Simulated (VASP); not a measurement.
# SrAl3O2 (P-3m1) in VASP: further runs, part 2 of 2

VASP 6.6.1.

**3. Single point, PBE**

This run uses another cell than the first one, of 18.50 Å³/atom.

INCAR reads:

```
  PREC = Accurate
  ENCUT = 520
  EDIFF = 1E-6
  ISMEAR = 0
  SIGMA = 0.1
  LREAL = F
  LASPH = T
  NELM = 100
  ALGO = Normal
  ISIF = 2
  LWAVE = F
  LCHARG = F
  GGA = PE
  NBANDS = 24
```

KPOINTS reads:

```
Automatic mesh
0
Gamma
  6 6 4
```

POSCAR reads:

```
SrAl3O2
1.0
    4.3060273700      0.0000000000      0.0000000000
   -2.1530136800      3.7291290900      0.0000000000
    0.0000000000      0.0000000000      6.9133184800
Sr Al O
1 3 2
Direct
    0.0000000000      0.0000000000      0.0000000000
    0.6666666700      0.3333333300      0.3575947000
    0.3333333300      0.6666666700      0.6424053000
    0.0000000000      0.0000000000      0.5000000000
    0.6666666700      0.3333333300      0.7436280300
    0.3333333300      0.6666666700      0.2563719700
```

Potentials or basis: VASP PAW PBE potentials, release 64 (Sr_sv, Al, O).

On the command line:

```console
$ cat potpaw_PBE.64/Sr_sv/POTCAR potpaw_PBE.64/Al/POTCAR potpaw_PBE.64/O/POTCAR > POTCAR
$ mpirun -np 1 vasp_std > vasp.out
```

OUTCAR:

```text
PREC = Accurate
   ENCUT = 520
   EDIFF = 1E-6
   ISMEAR = 0
   LREAL = F
   LASPH = T
   NELM = 100
   ISIF = 2
   GGA = PE

 ion  position               nearest neighbor table
   1  0.000  0.000  0.000-   5 3.05   6 3.05   6 3.05   5 3.05   5 3.05   6 3.05   4 3.46   4 3.46
                             2 3.51   3 3.51   3 3.51   2 3.51   3 3.51   2 3.51
   2  0.667  0.333  0.358-   6 2.58   6 2.58   6 2.58   4 2.67   4 2.67   4 2.67   3 3.17   3 3.17
                             3 3.17   1 3.51   1 3.51   1 3.51
   3  0.333  0.667  0.642-   5 2.58   5 2.58   5 2.58   4 2.67   4 2.67   4 2.67   2 3.17   2 3.17
                             2 3.17   1 3.51   1 3.51   1 3.51
   4  0.000  0.000  0.500-   2 2.67   3 2.67   3 2.67   2 2.67   2 2.67   3 2.67   1 3.46   1 3.46

   5  0.667  0.333  0.744-   3 2.58   3 2.58   3 2.58   1 3.05   1 3.05   1 3.05
   6  0.333  0.667  0.256-   2 2.58   2 2.58   2 2.58   1 3.05   1 3.05   1 3.05

  LATTYP: Found a hexagonal cell.
 ALAT       =     4.3060273700
 C/A-ratio  =     1.6054980347

  Lattice vectors:

 A1 = (   4.3060273700,   0.0000000000,   0.0000000000)
 A2 = (  -2.1530136800,   3.7291290900,   0.0000000000)
 A3 = (   0.0000000000,   0.0000000000,   6.9133184800)

Analysis of symmetry for initial positions (statically):
[... 184 lines left out ...]
 fundamental gap:      0.1891912558
 Fermi energy:         4.7763606313

 k-point     1 :       0.0000    0.0000    0.0000
  band No.  band energies     occupation
      1     -31.2606      2.00000
      2     -13.4738      2.00000
      3     -13.1796      2.00000
      4     -13.1796      2.00000
      5     -12.6251      2.00000
      6     -12.2504      2.00000
[... 637 lines left out ...]
     23       9.7256      0.00000
     24       9.7912      0.00000

------------------------ aborting loop because EDIFF is reached ----------------------------------------

  FORCE on cell =-STRESS in cart. coord.  units (eV):
  Direction    XX          YY          ZZ          XY          YZ          ZX
  --------------------------------------------------------------------------------------
  -------------------------------------------------------------------------------------
  Total       -2.5848736     -2.5848736     -0.8725806     -0.0000000     -0.0000000      0.0000000
  in kB      -37.3060382    -37.3060381    -12.5934681     -0.0000001     -0.0000000      0.0000000
  external PRESSURE =     -29.0685148 kB  Pullay stress =       0.0000000 kB

 VOLUME and BASIS-vectors are now :
 -----------------------------------------------------------------------------
  energy-cutoff  :      520.00
  volume of cell :      111.01
      direct lattice vectors                 reciprocal lattice vectors
     4.306027370  0.000000000  0.000000000     0.232232616  0.134079563  0.000000000
    -2.153013680  3.729129090  0.000000000     0.000000000  0.268159127  0.000000000
     0.000000000  0.000000000  6.913318480     0.000000000  0.000000000  0.144648334

 POSITION                                       TOTAL-FORCE (eV/Angst)
 -----------------------------------------------------------------------------------
      0.00000      0.00000      0.00000        -0.000000      0.000000      0.000000
      2.15301      1.24304      2.47217        -0.000000     -0.000000      0.331660
     -0.00000      2.48609      4.44115        -0.000000      0.000000     -0.331660
      0.00000      0.00000      3.45666        -0.000000      0.000000      0.000000
      2.15301      1.24304      5.14094        -0.000000      0.000000      1.200838
     -0.00000      2.48609      1.77238         0.000000      0.000000     -1.200838
 -----------------------------------------------------------------------------------
    total drift:                               -0.000000      0.000000      0.000000

  FREE ENERGIE OF THE ION-ELECTRON SYSTEM (eV)
  ---------------------------------------------------
  free  energy   TOTEN  =       -25.4379103695 eV

  energy  without entropy=      -25.4354851300  energy(sigma->0) =      -25.43669775
```

OSZICAR:

```text
N       E                     dE             d eps       ncg     rms          rms(c)
DAV:   1     0.129096469150E+03    0.12910E+03   -0.13797E+04  1152   0.113E+03
DAV:   2    -0.178596065373E+02   -0.14696E+03   -0.13551E+03  1512   0.213E+02
DAV:   3    -0.290136603537E+02   -0.11154E+02   -0.10949E+02  1608   0.565E+01
DAV:   4    -0.293639475566E+02   -0.35029E+00   -0.34993E+00  1688   0.845E+00
DAV:   5    -0.293686165004E+02   -0.46689E-02   -0.46685E-02  1584   0.877E-01    0.140E+01
DAV:   6    -0.268729983516E+02    0.24956E+01   -0.28438E+01  1440   0.289E+01    0.153E+01
DAV:   7    -0.255200087452E+02    0.13530E+01   -0.57788E+00  1408   0.130E+01    0.705E+00
DAV:   8    -0.254750915340E+02    0.44917E-01   -0.68054E-01  1504   0.614E+00    0.198E+00
DAV:   9    -0.254383040256E+02    0.36788E-01   -0.12316E-01  1624   0.221E+00    0.607E-01
DAV:  10    -0.254387171305E+02   -0.41310E-03   -0.25397E-02  1488   0.860E-01    0.382E-01
DAV:  11    -0.254381115113E+02    0.60562E-03   -0.79801E-03  1496   0.490E-01    0.167E-01
DAV:  12    -0.254379516704E+02    0.15984E-03   -0.14284E-03  1440   0.228E-01    0.752E-02
DAV:  13    -0.254379159567E+02    0.35714E-04   -0.11247E-04  1480   0.658E-02    0.357E-02
DAV:  14    -0.254379101842E+02    0.57725E-05   -0.64528E-05  1480   0.441E-02    0.134E-02
DAV:  15    -0.254379103695E+02   -0.18529E-06   -0.28629E-06  1416   0.982E-03
   1 F= -.25437910E+02 E0= -.25436698E+02  d E =-.242524E-02
```

It took 25 s on 1 thread of Intel Xeon 6975P-C (Granite Rapids), shared host; peak memory 0.25 GiB.

What came out:

```
Free energy            : -25.4379 eV
Pressure               : -2.9 GPa
Largest force          : 1.201 eV/Å
Band gap on the k mesh : zero (an odd number of electrons rules out a gap without spin polarisation)
```

Forces on the atoms (eV/Å):
```
Sr   0.000  0.000  0.000
Al   0.000  0.000  0.332
Al   0.000  0.000 -0.332
Al   0.000  0.000  0.000
O    0.000  0.000  1.201
O    0.000  0.000 -1.201
```

Stress tensor (GPa, compression positive):
```
-3.73  0.00  0.00
 0.00 -3.73  0.00
 0.00  0.00 -1.26
```

Caveat: an odd number of electrons without spin polarisation forces a metal; a magnetic or distorted state may lie lower.

**4. Single point, PBE**

This run uses another cell than the first one, of 13.98 Å³/atom.

INCAR reads:

```
PREC = Accurate
ENCUT = 520
EDIFF = 1E-7
ISMEAR = 0
SIGMA = 0.1
LREAL = F
LASPH = T
NELM = 60
ALGO = Normal
ISIF = 2
LWAVE = F
LCHARG = F
GGA = PE
NBANDS = 24
```

KPOINTS reads:

```
regular mesh
0
Gamma
  12 12 4
```

POSCAR reads:

```
SrAl3O2
1.0
    3.0708999998      0.0000000000      0.0000000000
   -1.5354499999      2.6594774123      0.0000000000
    0.0000000000      0.0000000000     10.2701469760
Sr Al O
1 3 2
Direct
    0.0000000000      0.0000000000      0.0000000000
    0.6666666667      0.3333333333      0.2950338191
    0.3333333333      0.6666666667      0.7049661809
    0.0000000000      0.0000000000      0.5000000000
    0.6666666667      0.3333333333      0.8027723773
    0.3333333333      0.6666666667      0.1972276227
```

On the command line:

```console
$ cat potpaw_PBE.64/Sr_sv/POTCAR potpaw_PBE.64/Al/POTCAR potpaw_PBE.64/O/POTCAR > POTCAR
$ mpirun -np 1 vasp_std > vasp.out
```

It took 57 s on 1 thread of Intel Xeon 6975P-C (Granite Rapids), shared host; peak memory 0.29 GiB.

The run converged. Its results:

- Free energy: -30.3429 eV
- Pressure: 0.2 GPa
- Largest force: 0.022 eV/Å
- Band gap on the k mesh: zero (an odd number of electrons rules out a gap without spin polarisation)

Forces on the atoms (eV/Å):
```
Sr   0.000  0.000  0.000
Al   0.000  0.000  0.009
Al   0.000  0.000 -0.009
Al   0.000  0.000  0.000
O    0.000  0.000 -0.022
O    0.000  0.000  0.022
```

Levels at points of the mesh, in eV from the Fermi level:
| k point | band 12 | band 13 | band 14 | band 15 | band 16 | band 17 | band 18 | band 19 | band 20 | band 21 |
| --- | --- | --- | --- | --- | --- | --- | --- | --- | --- | --- |
| (0.00, 0.00, 0.00) | -5.27 | -5.27 | -4.02 | -1.65 | -0.29 | 1.39 | 3.22 | 3.26 | 3.26 | 6.60 |
| (0.50, 0.00, 0.00) | -5.91 | -4.63 | -4.18 | -1.80 | -1.29 | -0.80 | 2.15 | 3.31 | 3.67 | 4.16 |
| (0.00, 0.00, 0.50) | -5.27 | -5.27 | -4.67 | -0.79 | -0.46 | 0.66 | 3.26 | 3.26 | 3.77 | 6.60 |
| (0.50, 0.00, 0.50) | -5.91 | -4.49 | -4.34 | -2.12 | -1.01 | -0.62 | 2.27 | 2.51 | 3.76 | 4.11 |

Caveat: an odd number of electrons without spin polarisation forces a metal; a magnetic or distorted state may lie lower.

**5. Summary**

```csv
cell,k mesh,gap on the mesh (eV),pressure (GPa),largest force (eV/Å)
"a = 3.076, b = 3.076, c = 10.346 Å, angles 90.0, 90.0, 120.0°, 6 atoms, atomic positions A",6 × 6 × 4,none,0.1,0.04
"a = 4.306, b = 4.306, c = 6.913 Å, angles 90.0, 90.0, 120.0°, 6 atoms, atomic positions B",6 × 6 × 4,none,-2.9,1.20
"a = 3.071, b = 3.071, c = 10.270 Å, angles 90.0, 90.0, 120.0°, 6 atoms, atomic positions A",12 × 12 × 4,none,0.2,0.02
```

Alike in all rows: task single point; level PBE; potentials or basis VASP PAW PBE potentials, release 64 (Sr_sv, Al, O); no spin polarisation; cutoff (eV) 520; smearing gaussian 0.1 eV.

Caveats: some runs use coarse meshes; an odd number of electrons without spin polarisation forces a metal; a magnetic or distorted state may lie lower.

Total energies depend on the potentials used, so only differences within one code and one set of settings carry meaning.
